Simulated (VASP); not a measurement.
Input of a VASP 6.6.1 run:

Contents of INCAR:

```
  AGGAC = 1.0
  AGGAX = 1.0
  ALDAC = 0.0
  ALDAX = 1.0
  ALGO = Normal
  EDIFF = 1E-6
  ENCUT = 520
  GGA = B5
  ISIF = 2
  ISMEAR = -1
  LASPH = T
  LCHARG = F
  LREAL = F
  LWAVE = F
  NBANDS = 50
  NELM = 60
  PREC = Accurate
  SIGMA = 0.1
```

File KPOINTS:

```
k-points
0
Gamma
  5 5 5
```

POSCAR

```
Pt
1.0
    5.1715886113      0.0000000000      0.0000000000
    0.0000000000      5.1715886113      0.0000000000
    0.0000000000      0.0000000000      5.1715886113
Pt
8
Direct
    1.0000000000      0.0000000000      1.0000000000
    0.5000000000      0.5000000000      0.5000000000
    0.2500000000      1.0000000000      0.5000000000
    0.7500000000      1.0000000000      0.5000000000
    0.5000000000      0.2500000000      0.0000000000
    0.5000000000      0.7500000000      0.0000000000
    0.0000000000      0.5000000000      0.2500000000
    0.0000000000      0.5000000000      0.7500000000
```

Potentials or basis: VASP PAW PBE potentials, release 64 (Pt).

Launch:

```sh
$ cat potpaw_PBE.64/Pt/POTCAR > POTCAR
$ mpirun -np 1 vasp_std > vasp.out
```

**Question.** What does it give for the pressure?

**Answer.** 0.9 GPa.

**Question.** What does it give for the band gap on the k mesh?

**Answer.** Zero (band 40 reaches 9.52 eV, above the bottom of band 41 at 9.17 eV).

Caveat: the PAW data sets were made with another functional, which shifts forces and pressure a little; spin-orbit coupling is left out, which moves the levels of the heavy elements.
